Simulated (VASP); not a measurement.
# AlNi in VASP: notebook

Runs on AlNi. Level: PBEsol. Tasks: single point.

Everything below comes from runs of VASP 6.6.1. Logs are shortened: lines on timing, memory, paths and dates and some standing lists are left out, and cuts for length are marked.

## 1. The cell of the first run

It takes space group P4/mmm (No. 123, tetragonal). The conventional cell has a = 3.005 Å, b = 3.005 Å, c = 2.791 Å, α = 90.00°, β = 90.00°, γ = 90.00°. Within 3.4 Å of Al (site symmetry 4/mmm) lie 8 Ni at 2.54 Å and 6 Al at 2.79 to 3.01 Å. Ni (site symmetry 4/mmm) has 8 Al at 2.54 Å and 6 Ni at 2.79 to 3.01 Å within 3.4 Å.

## 2. Single point, PBEsol (strain +0.050 along x and y, -0.025 along z)

Input file INCAR:

```
SYSTEM = AlNi
PREC = Accurate
ENCUT = 600
EDIFF = 1E-6
ISMEAR = 0
SIGMA = 0.15
LREAL = .False.
LASPH = .True.
NELM = 120
ALGO = Normal
ISIF = 2
LWAVE = .False.
LCHARG = .True.
GGA = PS
LELF = .True.
LVHAR = .True.
NBANDS = 14
GGA_COMPAT = .False.
```

Input file KPOINTS:

```
regular mesh
0
Gamma
  20 20 20
  0 0 0
```

Input file POSCAR:

```
AlNi
1.0
    3.0052738296      0.0000000000      0.0000000000
    0.0000000000      3.0052738296      0.0000000000
    0.0000000000      0.0000000000      2.7906114132
Al Ni
1 1
Direct
    0.0000000000      0.0000000000      0.0000000000
    0.5000000000      0.5000000000      0.5000000000
```

Potentials or basis: VASP PAW PBE potentials, release 64 (Al, Ni).

On the command line:

```bash
cat potpaw_PBE.64/Al/POTCAR potpaw_PBE.64/Ni/POTCAR > POTCAR
mpirun -np 1 vasp_std > vasp.out
```

OUTCAR:

```text
SYSTEM = AlNi
   PREC = Accurate
   ENCUT = 600
   EDIFF = 1E-6
   ISMEAR = 0
   LREAL = .False.
   LASPH = .True.
   NELM = 120
   ISIF = 2
   GGA = PS

 ion  position               nearest neighbor table
   1  0.000  0.000  0.000-   2 2.54   2 2.54   2 2.54   2 2.54   2 2.54   2 2.54   2 2.54   2 2.54

   2  0.500  0.500  0.500-   1 2.54   1 2.54   1 2.54   1 2.54   1 2.54   1 2.54   1 2.54   1 2.54

  LATTYP: Found a simple tetragonal cell.
 ALAT       =     3.0052738296
 C/A-ratio  =     0.9285714286

  Lattice vectors:

 A1 = (   3.0052738296,   0.0000000000,   0.0000000000)
 A2 = (   0.0000000000,   3.0052738296,   0.0000000000)
 A3 = (   0.0000000000,   0.0000000000,   2.7906114132)

Analysis of symmetry for initial positions (statically):
=====================================================================
 Subroutine PRICEL returns:
 Original cell was already a primitive cell.

 Routine SETGRP: Setting up the symmetry group for a
 simple tetragonal supercell.

 Subroutine GETGRP returns: Found 16 space group operations
 (whereof 16 operations were pure point group operations)
 out of a pool of 16 trial point group operations.

The static configuration has the point symmetry D_4h.

Analysis of symmetry for dynamics (positions and initial velocities):
=====================================================================
 Subroutine PRICEL returns:
 Original cell was already a primitive cell.

 Routine SETGRP: Setting up the symmetry group for a
 simple tetragonal supercell.

 Subroutine GETGRP returns: Found 16 space group operations
 (whereof 16 operations were pure point group operations)
 out of a pool of 16 trial point group operations.

The dynamic configuration has the point symmetry D_4h.

 Subroutine INISYM returns: Found 16 space group operations
 (whereof 16 operations are pure point group operations),
 and found     1 'primitive' translations

----------------------------------------------------------------------------------------

                                     Primitive cell

  volume of cell :      25.2039

  direct lattice vectors                    reciprocal lattice vectors
     3.005273830  0.000000000  0.000000000     0.332748381  0.000000000  0.000000000
     0.000000000  3.005273830  0.000000000     0.000000000  0.332748381  0.000000000
     0.000000000  0.000000000  2.790611413     0.000000000  0.000000000  0.358344410

  length of vectors
     3.005273830  3.005273830  2.790611413     0.332748381  0.332748381  0.358344410

  position of ions in fractional coordinates (direct lattice)
     0.000000000  0.000000000  0.000000000
     0.500000000  0.500000000  0.500000000

  ion indices of the primitive-cell ions
   primitive index   ion index
                 1           1
                 2           2

----------------------------------------------------------------------------------------

 KPOINTS: regular mesh

Automatic generation of k-mesh.
 Grid dimensions read from file:
 generate k-points for:   20   20   20

 Generating k-lattice:

  Cartesian coordinates                     Fractional coordinates (reciprocal lattice)
     0.016637419  0.000000000  0.000000000     0.050000000  0.000000000  0.000000000
     0.000000000  0.016637419  0.000000000     0.000000000  0.050000000  0.000000000
     0.000000000  0.000000000  0.017917220     0.000000000  0.000000000  0.050000000

  Length of vectors
     0.016637419  0.016637419  0.017917220

  Shift w.r.t. Gamma in fractional coordinates (k-lattice)
     0.000000000  0.000000000  0.000000000

 Subroutine IBZKPT returns following result:
 ===========================================

 Found    726 irreducible k-points:

 Following reciprocal coordinates:
            Coordinates               Weight
  0.000000  0.000000  0.000000      1.000000
  0.050000  0.000000  0.000000      4.000000
  0.100000  0.000000  0.000000      4.000000
  0.150000  0.000000  0.000000      4.000000
  0.200000  0.000000  0.000000      4.000000
  0.250000  0.000000  0.000000      4.000000
[... 16 lines left out ...]
  0.150000  0.100000  0.000000      8.000000
  0.200000  0.100000  0.000000      8.000000
 [... further k-points ...]
   k-points           NKPTS =    726   k-points in BZ     NKDIM =    726   number of bands    NBANDS=     14
   number of dos      NEDOS =    301   number of ions     NIONS =      2
   total plane-waves  NPLWV =  13824
   dimension x,y,z NGX =    24 NGY =   24 NGZ =   24
   dimension x,y,z NGXF=    48 NGYF=   48 NGZF=   48
   ions per type =               1   1
   NGX,Y,Z   is equivalent  to a cutoff of  13.28, 13.28, 14.30 a.u.
   NGXF,Y,Z  is equivalent  to a cutoff of  26.55, 26.55, 28.60 a.u.
 SYSTEM =  AlNi
   PREC   = accura    normal or accurate (medium, high low for compatibility)
   ISTART =      0    job   : 0-new  1-cont  2-samecut
   ICHARG =      2    charge: 1-file 2-atom 10-const
   ISPIN  =      1    spin polarized calculation?
   LNONCOLLINEAR =      F non collinear calculations
   LSORBIT =      F    spin-orbit coupling
   LASPH  =      T    aspherical Exc in radial PAW
   ENCUT  =  600.0 eV  44.10 Ry    6.64 a.u.   6.00  6.00  5.57*2*pi/ulx,y,z
   NELM   =    120;   NELMIN=  2; NELMDL= -5     # of ELM steps
   EDIFF  = 0.1E-05   stopping-criterion for ELM
   LREAL  =      F    real-space projection
   EDIFFG = 0.1E-04   stopping-criterion for IOM
   NSW    =      0    number of steps for IOM
   IBRION =     -1    ionic relax: 0-MD 1-quasi-New 2-CG
   NFREE  =      0    steps in history (QN), initial steepest desc. (CG)
   ISIF   =      2    stress and relaxation
   ISYM   =      2    0-nonsym 1-usesym 2-fastsym
   POTIM  = 0.5000    time-step for ionic-motion
   TEBEG  =    0.0;   TEEND  =   0.0 temperature during run
   PSTRESS=    0.0 pullay stress
   NELECT =      13.0000    total number of electrons
   NUPDOWN=      -1.0000    fix difference up-down
   EMIN   =  10.00;   EMAX   =-10.00  energy-range for DOS
   EFERMI =   0.00;   METHOD = LEGACY
   ISMEAR =     0;   SIGMA  =   0.15  broadening in eV -4-tet -1-fermi 0-gaus
   EFERMI_NEDOS =   21; number of points for ismear=-14 and -15
   IALGO  =     38    algorithm
   IMIX   =      4    mixing-type and parameters
     AMIX     =   0.40;   BMIX     =  1.00
     AMIX_MAG =   1.60;   BMIX_MAG =  1.00
  volume/ion in A,a.u.               =      12.60        85.04
  Fermi-wavevector in a.u.,A,eV,Ry     =   1.312905  2.481032 23.452645  1.723721
  Thomas-Fermi vector in A             =   2.443265
   LORBIT       =      0    0 simple, 1 ext, 2 COOP (PROOUT), +10 PAW based schemes
   GGA     = PS    functional components
   LHFCALC =     F    Hartree Fock is set to
   AEXX    =    0.0000 exact exchange contribution
   IVDW    =     0    specifies the selected vdW correction
   LEPSILON=     F    determine dielectric tensor
   LRPA    =     F    only Hartree local field effects (RPA)
 non-spin polarized calculation
 Gauss-broadening in eV      SIGMA  =   0.15
  energy-cutoff  :      600.00
  volume of cell :       25.20
 maximum number of plane-waves:       860
   NGX = 13   NGY = 13   NGZ = 11

 number of electron      12.9999989 magnetization

 Free energy of the ion-electron system (eV)
  ---------------------------------------------------
  ext. energy  EPLUGINS =         0.00000000
  ---------------------------------------------------
  free energy    TOTEN  =       -11.50854861 eV

  energy without entropy =      -11.49807132  energy(sigma->0) =      -11.50330996

 E-fermi :   9.2230     XC(G=0): -11.9132

 val. band max:        9.2153464987   @ k =   0.2000   0.1000   0.4000
 cond. band min:       9.2284497263   @ k =   0.4000   0.3500   0.2000
 fundamental gap:      0.0131032276
 Fermi energy:         9.2229704321

 k-point     1 :       0.0000    0.0000    0.0000
  band No.  band energies     occupation
      1      -1.5357      2.00000
      2       6.2014      2.00000
      3       6.2264      2.00000
      4       7.6538      2.00000
      5       7.8606      2.00000
      6       7.8606      2.00000
      7      13.6715      0.00000
      8      13.6715      0.00000
      9      16.2903      0.00000
     10      16.8890      0.00000
     11      17.1970      0.00000
     12      22.3453      0.00000
     13      28.4321      0.00000
     14      30.1619      0.00000

 k-point     2 :       0.0500    0.0000    0.0000
  band No.  band energies     occupation
      1      -1.4935      2.00000
      2       6.1972      2.00000
      3       6.2319      2.00000
      4       7.6340      2.00000
      5       7.8476      2.00000
      6       7.8621      2.00000
      7      13.2325      0.00000
      8      13.7306      0.00000
      9      16.3421      0.00000
     10      17.0355      0.00000
     11      17.5020      0.00000
     12      22.4430      0.00000
     13      27.7970      0.00000
     14      29.6855      0.00000

 k-point     3 :       0.1000    0.0000    0.0000
  band No.  band energies     occupation
      1      -1.3669      2.00000
      2       6.1710      2.00000
      3       6.2554      2.00000
      4       7.5780      2.00000
      5       7.8103      2.00000
      6       7.8666      2.00000
      7      12.3146      0.00000
      8      13.9048      0.00000
      9      16.4960      0.00000
     10      17.0819      0.00000
     11      18.3916      0.00000
     12      22.7592      0.00000
     13      26.6600      0.00000
     14      28.6937      0.00000
[... 324 lines left out ...]
 k-point    23 :       0.1500    0.1000    0.0000
  band No.  band energies     occupation
      1      -0.9902      2.00000
      2       6.1435      2.00000
      3       6.2750      2.00000
      4       7.3985      2.00000
      5       7.7585      2.00000
      6       7.8268      2.00000
      7      11.4746      0.00000
      8      12.7889      0.00000
      9      16.9490      0.00000
     10      18.3270      0.00000
     11      19.6583      0.00000
     12      23.5969      0.00000
     13      23.9673      0.00000
     14      27.6694      0.00000

 k-point    24 :       0.2000    0.1000    0.0000
  band No.  band energies     occupation
      1      -0.6998      2.00000
      2       6.0126      2.00000
      3       6.3281      2.00000
      4       7.2928      2.00000
      5       7.6905      2.00000
      6       7.8356      2.00000
      7      10.5383      0.00000
      8      13.0999      0.00000
      9      17.2886      0.00000
     10      18.3630      0.00000
     11      20.5329      0.00000
     12      22.7782      0.00000
     13      24.5843      0.00000
     14      26.5690      0.00000

 [... further k-points ...]

------------------------ aborting loop because EDIFF is reached ----------------------------------------

  FORCE on cell =-STRESS in cart. coord.  units (eV):
  Direction    XX          YY          ZZ          XY          YZ          ZX
  --------------------------------------------------------------------------------------
  -------------------------------------------------------------------------------------
  Total       -1.9234788     -1.9234788     -0.9777473      0.0000000     -0.0000000      0.0000000
  in kB     -122.2729891   -122.2729891    -62.1540945      0.0000000     -0.0000000      0.0000000
  external PRESSURE =    -102.2333576 kB  Pullay stress =       0.0000000 kB

 VOLUME and BASIS-vectors are now :
 -----------------------------------------------------------------------------
  energy-cutoff  :      600.00
  volume of cell :       25.20
      direct lattice vectors                 reciprocal lattice vectors
     3.005273830  0.000000000  0.000000000     0.332748381  0.000000000  0.000000000
     0.000000000  3.005273830  0.000000000     0.000000000  0.332748381  0.000000000
     0.000000000  0.000000000  2.790611413     0.000000000  0.000000000  0.358344410

 POSITION                                       TOTAL-FORCE (eV/Angst)
 -----------------------------------------------------------------------------------
      0.00000      0.00000      0.00000         0.000000      0.000000      0.000000
      1.50264      1.50264      1.39531         0.000000      0.000000      0.000000
 -----------------------------------------------------------------------------------
    total drift:                                0.000000     -0.000000     -0.000000

  FREE ENERGIE OF THE ION-ELECTRON SYSTEM (eV)
  ---------------------------------------------------
  free  energy   TOTEN  =       -11.5085486074 eV

  energy  without entropy=      -11.4980713201  energy(sigma->0) =      -11.50330996
```

It took 2.1 min on 1 thread of Intel Xeon 6975P-C (Granite Rapids), shared host; peak memory 0.41 GiB.

Results:

| Quantity | Value |
| --- | --- |
| Free energy | -11.5085 eV |
| Pressure | -10.2 GPa |
| Band gap on the k mesh | zero (an odd number of electrons rules out a gap without spin polarisation) |

Stress tensor (GPa, compression positive):
```
-12.23   0.00   0.00
  0.00 -12.23   0.00
  0.00   0.00  -6.22
```

Levels at points of the mesh, in eV from the Fermi level:
| k point | band 5 | band 6 | band 7 | band 8 | band 9 | band 10 |
| --- | --- | --- | --- | --- | --- | --- |
| (0.00, 0.00, 0.00) | -1.36 | -1.36 | 4.45 | 4.45 | 7.07 | 7.67 |
| (0.50, 0.00, 0.00) | -1.84 | -1.30 | -0.79 | 8.06 | 8.84 | 9.47 |
| (0.50, 0.50, 0.00) | -1.73 | -1.73 | -1.05 | 0.92 | 1.84 | 12.97 |
| (0.00, 0.00, 0.50) | -2.23 | -1.44 | -0.29 | 8.28 | 9.16 | 9.16 |
| (0.50, 0.00, 0.50) | -2.06 | -1.99 | -0.93 | 1.65 | 2.45 | 11.20 |
| (0.50, 0.50, 0.50) | -0.85 | 2.01 | 2.01 | 2.13 | 3.30 | 3.74 |

Caveat: the cell differs from its parent crystal (strain +0.050 along x and y, -0.025 along z); the cell stands under tension; the PAW data sets were made with another functional, which shifts forces and pressure a little. Spin polarisation is off, so any magnetic state and its effect on volume and gap are missing.

(Part 1 of 2 ends here.)
